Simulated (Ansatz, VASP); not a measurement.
Pt in VASP and in Ansatz

INCAR

```
SYSTEM = Pt
PREC = Accurate ; ENCUT = 500
EDIFF = 1E-6 ; ISMEAR = 1
SIGMA = 0.05 ; LREAL = .False.
LASPH = .True. ; NELM = 120
ALGO = Normal ; ISIF = 2
LWAVE = .False. ; LCHARG = .True.
GGA = PE ; LELF = .True.
LVHAR = .True. ; NBANDS = 11
GGA_COMPAT = .False.
```

KPOINTS

```
Automatic mesh
0
Gamma
  15 15 15
  0 0 0
```

Contents of POSCAR:

```
Pt
1.0
    0.0000000000      1.9609000000      1.9609000000
    1.9609000000      0.0000000000      1.9609000000
    1.9609000000      1.9609000000      0.0000000000
Pt
1
Direct
    0.0000000000      0.0000000000      0.0000000000
```

Input for Ansatz:

```yaml
crystal:
  lattice:
    - [0.0, 1.9609, 1.9609]
    - [1.9609, 0.0, 1.9609]
    - [1.9609, 1.9609, 0.0]
  atoms:
    - { symbol: Pt, position: [0.0, 0.0, 0.0] }
kpoints:
  mp_grid:
    grid: [15, 15, 15]
hamiltonian:
  xc: pbe
  pseudopotentials:
    kind: paw
scf:
  occupations:
    method: cold
    width: 0.05
output:
  forces: true
  stress: true
  eigenvalues: true
```

Alike in both runs: task single point; functional PBE; k mesh 15 × 15 × 15; no spin polarisation.

```csv
,VASP,Ansatz
version,VASP 6.6.1,Ansatz 0.2.0
potentials or method,"VASP PAW PBE potentials, release 64 (Pt)","plane waves, PAW"
plane-wave cutoff (eV),500,420
occupations,"methfessel-paxton of order 1, width 0.05 eV","cold, width 0.05 eV"
valence electrons in the cell,10,18
```

VASP gave:

| Item | Value |
| --- | --- |
| gap on the k mesh at the Fermi level (eV) | none |
| pressure (GPa) | 9.5 |

Q: What did Ansatz give for the same quantities?

A: gap on the k mesh at the Fermi level (eV): none; pressure (GPa): 10.0.

A gap of «none» marks a metal or a gap that the smearing closes. VASP's potentials hold 10 valence electrons a cell and Ansatz's 18, so a difference there can come from the potentials and not from the codes.

Spin-orbit coupling is off throughout.
